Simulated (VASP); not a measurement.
# SrCl2 (I4/mmm) in VASP: a series of runs

SrCl2 is run at these levels: PBE; tasks: single point.

Everything below comes from runs of VASP 6.6.1. Logs are shortened: lines on timing, memory, paths and dates and some standing lists are left out, and cuts for length are marked.

## Step 1: The cell of the first run

Symmetry: I4/mmm, No. 139, tetragonal system. Conventional cell: a = 5.029 Å, b = 5.029 Å, c = 6.564 Å, α = 90.00°, β = 90.00°, γ = 90.00°. Sr (site symmetry 4/mmm) has 8 Cl at 3.00 Å within 4.0 Å. Cl (site symmetry -4m2) has 4 Sr at 3.00 Å and 6 Cl at 3.28 to 3.56 Å within 4.0 Å.

## Step 2: Single point, PBE (27.66 Å³/atom)

Input file INCAR:

```
ALGO = Normal
EDIFF = 1E-7
ENCUT = 520
GGA = PE
ISIF = 2
ISMEAR = 0
LASPH = True
LCHARG = False
LREAL = False
LWAVE = False
NBANDS = 19
NELM = 100
PREC = Accurate
SIGMA = 0.05
```

Input file KPOINTS:

```
k-points
0
Gamma
  6 6 6
```

Input file POSCAR:

```
SrCl2
1.0
    0.0000000000      3.5556939955      3.2819055578
    3.5556939955      0.0000000000      3.2819055578
    3.5556939955      3.5556939955      0.0000000000
Sr Cl
1 2
Direct
    0.0000000000      0.0000000000      0.0000000000
    0.2500000000      0.2500000000      0.2500000000
    0.7500000000      0.7500000000      0.7500000000
```

Potentials or basis: VASP PAW PBE potentials, release 64 (Sr_sv, Cl).

Run with:

```sh
$ cat potpaw_PBE.64/Sr_sv/POTCAR potpaw_PBE.64/Cl/POTCAR > POTCAR
$ mpirun -np 1 vasp_std > vasp.out
```

OUTCAR:

```text
EDIFF = 1E-7
   ENCUT = 520
   GGA = PE
   ISIF = 2
   ISMEAR = 0
   LASPH = True
   LREAL = False
   NELM = 100
   PREC = Accurate

 ion  position               nearest neighbor table
   1  0.000  0.000  0.000-   3 3.00   2 3.00   3 3.00   2 3.00   3 3.00   3 3.00   2 3.00   2 3.00

   2  0.250  0.250  0.250-   1 3.00   1 3.00   1 3.00   1 3.00
   3  0.750  0.750  0.750-   1 3.00   1 3.00   1 3.00   1 3.00

  LATTYP: Found a body centered tetragonal cell.
 ALAT       =     5.0285106721
 C/A-ratio  =     1.3053191181

  Lattice vectors:

 A1 = (   0.0000000000,  -3.5556939955,  -3.2819055578)
 A2 = (   0.0000000000,   3.5556939955,  -3.2819055578)
 A3 = (   3.5556939955,   0.0000000000,   3.2819055578)

Analysis of symmetry for initial positions (statically):
=====================================================================
 Subroutine PRICEL returns:
 Original cell was already a primitive cell.

 Routine SETGRP: Setting up the symmetry group for a
 body centered tetragonal supercell.

 Subroutine GETGRP returns: Found 16 space group operations
 (whereof 16 operations were pure point group operations)
 out of a pool of 16 trial point group operations.

The static configuration has the point symmetry D_4h.

Analysis of symmetry for dynamics (positions and initial velocities):
=====================================================================
 Subroutine PRICEL returns:
 Original cell was already a primitive cell.

 Routine SETGRP: Setting up the symmetry group for a
 body centered tetragonal supercell.

 Subroutine GETGRP returns: Found 16 space group operations
 (whereof 16 operations were pure point group operations)
 out of a pool of 16 trial point group operations.

The dynamic configuration has the point symmetry D_4h.

 Subroutine INISYM returns: Found 16 space group operations
 (whereof 16 operations are pure point group operations),
 and found     1 'primitive' translations

----------------------------------------------------------------------------------------

                                     Primitive cell

  volume of cell :      82.9860

  direct lattice vectors                    reciprocal lattice vectors
     0.000000000  3.555693995  3.281905558    -0.140619525  0.140619525  0.152350514
     3.555693995  0.000000000  3.281905558     0.140619525 -0.140619525  0.152350514
     3.555693995  3.555693995  0.000000000     0.140619525  0.140619525 -0.152350514

  length of vectors
     4.838787439  4.838787439  5.028510672     0.250516229  0.250516229  0.250516229

  position of ions in fractional coordinates (direct lattice)
     0.000000000  0.000000000  0.000000000
     0.250000000  0.250000000  0.250000000
     0.750000000  0.750000000  0.750000000

  ion indices of the primitive-cell ions
   primitive index   ion index
                 1           1
                 2           2
                 3           3

----------------------------------------------------------------------------------------

 KPOINTS: k-points

Automatic generation of k-mesh.
 Grid dimensions read from file:
 generate k-points for:    6    6    6

 Generating k-lattice:

  Cartesian coordinates                     Fractional coordinates (reciprocal lattice)
    -0.023436587  0.023436587  0.025391752     0.166666667  0.000000000  0.000000000
     0.023436587 -0.023436587  0.025391752     0.000000000  0.166666667  0.000000000
     0.023436587  0.023436587 -0.025391752     0.000000000  0.000000000  0.166666667

  Length of vectors
     0.041752705  0.041752705  0.041752705

  Shift w.r.t. Gamma in fractional coordinates (k-lattice)
     0.000000000  0.000000000  0.000000000

 Subroutine IBZKPT returns following result:
 ===========================================

 Found     30 irreducible k-points:

 Following reciprocal coordinates:
            Coordinates               Weight
  0.000000  0.000000  0.000000      1.000000
  0.166667  0.000000  0.000000      8.000000
  0.333333  0.000000  0.000000      8.000000
  0.500000 -0.000000  0.000000      4.000000
  0.166667  0.166667  0.000000      2.000000
  0.333333  0.166667  0.000000      8.000000
[... 16 lines left out ...]
  0.333333  0.000000  0.333333      4.000000
  0.500000 -0.000000  0.333333     16.000000
 [... further k-points ...]
   k-points           NKPTS =     30   k-points in BZ     NKDIM =     30   number of bands    NBANDS=     19
   number of dos      NEDOS =    301   number of ions     NIONS =      3
   total plane-waves  NPLWV =  51840
   dimension x,y,z NGX =    36 NGY =   36 NGZ =   40
   dimension x,y,z NGXF=    72 NGYF=   72 NGZF=   80
   ions per type =               1   2
   NGX,Y,Z   is equivalent  to a cutoff of  12.37, 12.37, 13.22 a.u.
   NGXF,Y,Z  is equivalent  to a cutoff of  24.74, 24.74, 26.45 a.u.
 SYSTEM =  unknown system
   PREC   = accura    normal or accurate (medium, high low for compatibility)
   ISTART =      0    job   : 0-new  1-cont  2-samecut
   ICHARG =      2    charge: 1-file 2-atom 10-const
   ISPIN  =      1    spin polarized calculation?
   LNONCOLLINEAR =      F non collinear calculations
   LSORBIT =      F    spin-orbit coupling
   LASPH  =      T    aspherical Exc in radial PAW
   ENCUT  =  520.0 eV  38.22 Ry    6.18 a.u.   9.00  9.00  9.35*2*pi/ulx,y,z
   NELM   =    100;   NELMIN=  2; NELMDL= -5     # of ELM steps
   EDIFF  = 0.1E-06   stopping-criterion for ELM
   LREAL  =      F    real-space projection
   EDIFFG = 0.1E-05   stopping-criterion for IOM
   NSW    =      0    number of steps for IOM
   IBRION =     -1    ionic relax: 0-MD 1-quasi-New 2-CG
   NFREE  =      0    steps in history (QN), initial steepest desc. (CG)
   ISIF   =      2    stress and relaxation
   ISYM   =      2    0-nonsym 1-usesym 2-fastsym
   POTIM  = 0.5000    time-step for ionic-motion
   TEBEG  =    0.0;   TEEND  =   0.0 temperature during run
   PSTRESS=    0.0 pullay stress
   NELECT =      24.0000    total number of electrons
   NUPDOWN=      -1.0000    fix difference up-down
   EMIN   =  10.00;   EMAX   =-10.00  energy-range for DOS
   EFERMI =   0.00;   METHOD = LEGACY
   ISMEAR =     0;   SIGMA  =   0.05  broadening in eV -4-tet -1-fermi 0-gaus
   EFERMI_NEDOS =   21; number of points for ismear=-14 and -15
   IALGO  =     38    algorithm
   IMIX   =      4    mixing-type and parameters
     AMIX     =   0.40;   BMIX     =  1.00
     AMIX_MAG =   1.60;   BMIX_MAG =  1.00
  volume/ion in A,a.u.               =      27.66       186.67
  Fermi-wavevector in a.u.,A,eV,Ry     =   1.082622  2.045859 15.946995  1.172071
  Thomas-Fermi vector in A             =   2.218668
   LORBIT       =      0    0 simple, 1 ext, 2 COOP (PROOUT), +10 PAW based schemes
   GGA     = PE    functional components
   LHFCALC =     F    Hartree Fock is set to
   AEXX    =    0.0000 exact exchange contribution
   IVDW    =     0    specifies the selected vdW correction
   LEPSILON=     F    determine dielectric tensor
   LRPA    =     F    only Hartree local field effects (RPA)
 non-spin polarized calculation
 Gauss-broadening in eV      SIGMA  =   0.05
  energy-cutoff  :      520.00
  volume of cell :       82.99
 maximum number of plane-waves:      2280
   NGX = 17   NGY = 17   NGZ = 19

 number of electron      24.0000001 magnetization

 Free energy of the ion-electron system (eV)
  ---------------------------------------------------
  ext. energy  EPLUGINS =         0.00000000
  ---------------------------------------------------
  free energy    TOTEN  =       -12.70251754 eV

  energy without entropy =      -12.70251754  energy(sigma->0) =      -12.70251754

 E-fermi :   0.9057     XC(G=0):  -8.3810

 val. band max:        0.7063583813   @ k =   0.5000   0.5000   0.0000
 cond. band min:       5.5866166095   @ k =   0.0000   0.0000   0.0000
 fundamental gap:      4.8802582283
 Fermi energy:         0.9056755863

 k-point     1 :       0.0000    0.0000    0.0000
  band No.  band energies     occupation
      1     -32.5233      2.00000
      2     -14.5361      2.00000
      3     -14.5165      2.00000
      4     -14.5165      2.00000
      5     -13.0628      2.00000
      6     -12.1305      2.00000
[... 11 lines left out ...]
     18       9.6158      0.00000
     19       9.6472      0.00000

 k-point     2 :       0.1667    0.0000    0.0000
  band No.  band energies     occupation
      1     -32.5224      2.00000
      2     -14.6247      2.00000
      3     -14.5320      2.00000
      4     -14.5213      2.00000
      5     -12.8946      2.00000
      6     -12.1935      2.00000
[... 11 lines left out ...]
     18       9.1214      0.00000
     19      10.1111      0.00000

 k-point     3 :       0.3333    0.0000    0.0000
  band No.  band energies     occupation
      1     -32.5205      2.00000
      2     -14.7783      2.00000
      3     -14.5384      2.00000
      4     -14.5309      2.00000
      5     -12.6613      2.00000
      6     -12.2534      2.00000
[... 11 lines left out ...]
     18       8.9685      0.00000
     19       9.5003      0.00000

 k-point     4 :       0.5000   -0.0000    0.0000
  band No.  band energies     occupation
      1     -32.5196      2.00000
      2     -14.8402      2.00000
      3     -14.5414      2.00000
      4     -14.5356      2.00000
      5     -12.6287      2.00000
      6     -12.2089      2.00000
[... 11 lines left out ...]
     18       9.0728      0.00000
     19       9.2707      0.00000

 k-point     5 :       0.1667    0.1667    0.0000
  band No.  band energies     occupation
      1     -32.5219      2.00000
      2     -14.6493      2.00000
      3     -14.5273      2.00000
      4     -14.5273      2.00000
      5     -12.8205      2.00000
      6     -12.2564      2.00000
[... 11 lines left out ...]
     18       9.3274      0.00000
     19       9.4287      0.00000
[... 334 lines left out ...]
      2     -14.8035      2.00000
      3     -14.6310      2.00000
      4     -14.5389      2.00000
      5     -12.4607      2.00000
      6     -12.2977      2.00000
[... 11 lines left out ...]
     18       9.0588      0.00000
     19      10.2106      0.00000

 k-point    22 :      -0.3333    0.5000    0.1667
  band No.  band energies     occupation
      1     -32.5180      2.00000
      2     -14.8104      2.00000
      3     -14.6630      2.00000
      4     -14.5556      2.00000
      5     -12.5017      2.00000
      6     -12.2074      2.00000
[... 11 lines left out ...]
     18       9.9615      0.00000
     19      10.5460      0.00000

 k-point    23 :       0.3333    0.0000    0.3333
  band No.  band energies     occupation
      1     -32.5198      2.00000
      2     -14.8453      2.00000
      3     -14.5659      2.00000
      4     -14.5362      2.00000
      5     -12.4482      2.00000
      6     -12.3331      2.00000
[... 11 lines left out ...]
     18       8.2590      0.00000
     19       9.8983      0.00000

 k-point    24 :       0.5000   -0.0000    0.3333
  band No.  band energies     occupation
      1     -32.5189      2.00000
      2     -14.8672      2.00000
      3     -14.6067      2.00000
      4     -14.5512      2.00000
      5     -12.3749      2.00000
      6     -12.3158      2.00000
[... 11 lines left out ...]
     18       9.3350      0.00000
     19      10.1860      0.00000

 [... further k-points ...]
[... 5 lines left out ...]
  --------------------------------------------------------------------------------------
  -------------------------------------------------------------------------------------
  Total        0.2956789      0.2956789      2.6277897      0.0000000      0.0000000      0.0000000
  in kB        5.7085531      5.7085531     50.7336790      0.0000000      0.0000000      0.0000000
  external PRESSURE =      20.7169284 kB  Pullay stress =       0.0000000 kB

 VOLUME and BASIS-vectors are now :
 -----------------------------------------------------------------------------
  energy-cutoff  :      520.00
  volume of cell :       82.99
      direct lattice vectors                 reciprocal lattice vectors
     0.000000000  3.555693995  3.281905558    -0.140619525  0.140619525  0.152350514
     3.555693995  0.000000000  3.281905558     0.140619525 -0.140619525  0.152350514
     3.555693995  3.555693995  0.000000000     0.140619525  0.140619525 -0.152350514

 POSITION                                       TOTAL-FORCE (eV/Angst)
 -----------------------------------------------------------------------------------
      0.00000      0.00000      0.00000         0.000000     -0.000000     -0.000000
      1.77785      1.77785      1.64095         0.000000      0.000000      0.000000
      5.33354      5.33354      4.92286        -0.000000     -0.000000     -0.000000
 -----------------------------------------------------------------------------------
    total drift:                                0.000000      0.000000      0.000000

  FREE ENERGIE OF THE ION-ELECTRON SYSTEM (eV)
  ---------------------------------------------------
  free  energy   TOTEN  =       -12.7025175435 eV

  energy  without entropy=      -12.7025175435  energy(sigma->0) =      -12.70251754
```

It took 28 s on 1 thread of AMD EPYC 9R45 (Zen 5), shared host; peak memory 0.2 GiB.

Results:

* Free energy: -12.7025 eV
* Pressure: 2.1 GPa
* Band gap on the k mesh: 4.88 eV (least direct gap 5.08 eV)

Stress tensor (GPa, compression positive):
```
0.57 0.00 0.00
0.00 0.57 0.00
0.00 0.00 5.07
```

Levels at points of the mesh, in eV from the valence-band top:
```csv
k point,band 10,band 11,band 12,band 13,band 14,band 15
"(0.00, 0.00, 0.00)",-0.93,-0.93,-0.27,4.88,5.42,6.12
"(0.50, 0.00, 0.00)",-1.75,-1.48,-1.42,6.27,6.40,7.11
"(0.50, 0.50, 0.00)",-0.91,-0.91,0.00,5.08,7.10,7.25
"(0.50, 0.00, 0.50)",-1.09,-0.52,-0.33,5.06,6.50,7.29
```

## Step 3: Single point, PBE (27.66 Å³/atom)

Input file INCAR:

```
SYSTEM = SrCl2
  ALGO = Normal
  EDIFF = 1E-6
  ENCUT = 520
  GGA = PE
  ISIF = 2
  ISMEAR = 0
  LASPH = .TRUE.
  LCHARG = .FALSE.
  LREAL = .FALSE.
  LWAVE = .FALSE.
  NBANDS = 19
  NELM = 80
  PREC = Accurate
  SIGMA = 0.05
```

Input file KPOINTS:

```
k-points
0
G
  6 6 6
  0 0 0
```

Input file POSCAR:

```
SrCl2
1.0
    0.0000000000      3.5179849602      3.3526396671
    3.5179849602      0.0000000000      3.3526396671
    3.5179849602      3.5179849602      0.0000000000
Sr Cl
1 2
Direct
    0.0000000000      0.0000000000      0.0000000000
    0.2500000000      0.2500000000      0.2500000000
    0.7500000000      0.7500000000      0.7500000000
```

Potentials or basis: VASP PAW PBE potentials, release 64 (Sr_sv, Cl).

Run with:

```sh
$ cat potpaw_PBE.64/Sr_sv/POTCAR potpaw_PBE.64/Cl/POTCAR > POTCAR
$ mpirun -np 1 vasp_std > vasp.out
```

Run time: 26 s. Hardware: 1 thread of AMD EPYC 9R45 (Zen 5), shared host; peak memory 0.2 GiB.

Results (log left out):

| Quantity | Value |
| --- | --- |
| Free energy | -12.7419 eV |
| Pressure | 2.0 GPa |
| Band gap on the k mesh | 5.14 eV (least direct gap 5.27 eV) |

Stress tensor (GPa, compression positive):
```
1.14 0.00 0.00
0.00 1.14 0.00
0.00 0.00 3.77
```

Levels at points of the mesh, in eV from the valence-band top:
```csv
k point,band 9,band 10,band 11,band 12,band 13,band 14,band 15,band 16
"(0.00, 0.00, 0.00)",-2.37,-0.69,-0.69,-0.30,5.14,5.70,6.10,8.78
"(0.50, 0.00, 0.00)",-1.73,-1.58,-1.31,-1.27,6.47,6.55,7.33,7.67
"(0.50, 0.50, 0.00)",-2.15,-0.71,-0.71,0.00,5.27,7.12,7.43,8.03
"(0.50, 0.00, 0.50)",-2.05,-0.81,-0.37,-0.31,5.26,6.76,7.45,7.71
```

## Step 4: Single point, PBE (27.66 Å³/atom)

Input file INCAR:

```
SYSTEM = SrCl2
PREC = Accurate ; ENCUT = 520
EDIFF = 1E-6 ; ISMEAR = 0
SIGMA = 0.05 ; LREAL = .FALSE.
LASPH = .TRUE. ; NELM = 60
ALGO = Normal ; ISIF = 2
LWAVE = .FALSE. ; LCHARG = .FALSE.
GGA = PE ; NBANDS = 19
```

Input file KPOINTS:

```
Automatic mesh
0
G
  6 6 6
  0 0 0
```

Input file POSCAR:

```
SrCl2
1.0
    0.0000000000      3.3706627905      3.6521131335
    3.3706627905      0.0000000000      3.6521131335
    3.3706627905      3.3706627905      0.0000000000
Sr Cl
1 2
Direct
    0.0000000000      0.0000000000      0.0000000000
    0.2500000000      0.2500000000      0.2500000000
    0.7500000000      0.7500000000      0.7500000000
```

Run with:

```sh
$ cat potpaw_PBE.64/Sr_sv/POTCAR potpaw_PBE.64/Cl/POTCAR > POTCAR
$ mpirun -np 1 vasp_std > vasp.out
```

Run time: 29 s. Hardware: 1 thread of AMD EPYC 9R45 (Zen 5), shared host; peak memory 0.21 GiB.

It converged, with:

```
Free energy            : -12.7051 eV
Pressure               : 2.0 GPa
Band gap on the k mesh : 4.97 eV (least direct gap 5.24 eV)
```

Stress tensor (GPa, compression positive):
```
 3.44  0.00  0.00
 0.00  3.44  0.00
 0.00  0.00 -0.78
```

Levels at points of the mesh, in eV from the valence-band top:
```tsv
k point	band 8	band 9	band 10	band 11	band 12	band 13	band 14	band 15	band 16	band 17
(0.00, 0.00, 0.00)	-2.46	-2.24	-0.93	-0.32	-0.32	4.97	5.87	6.15	8.64	8.98
(0.50, 0.00, 0.00)	-1.75	-1.70	-1.56	-1.29	-1.24	6.45	6.56	7.31	7.65	8.49
(0.50, 0.50, 0.00)	-2.13	-2.13	-0.48	-0.46	-0.46	5.26	6.48	7.46	7.55	7.55
(0.50, 0.00, 0.50)	-2.29	-1.98	-1.00	-0.31	0.00	5.24	7.09	7.48	7.92	8.12
```

## Step 5: Overview

| cell | gap on the mesh (eV) | pressure (GPa) |
| --- | --- | --- |
| a = 4.839, b = 4.839, c = 5.029 Å, angles 58.7, 58.7, 62.6°, 3 atoms | 4.88 | 2.1 |
| a = 4.860, b = 4.860, c = 4.975 Å, angles 59.2, 59.2, 61.6°, 3 atoms | 5.14 | 2.0 |
| a = 4.970, b = 4.970, c = 4.767 Å, angles 61.3, 61.3, 57.3°, 3 atoms | 4.97 | 2.0 |

Alike in all rows: task single point; level PBE; potentials or basis VASP PAW PBE potentials, release 64 (Sr_sv, Cl); no spin polarisation; k mesh 6 × 6 × 6; cutoff (eV) 520; smearing gaussian 0.05 eV.

Total energies depend on the potentials used, so only differences within one code and one set of settings carry meaning.
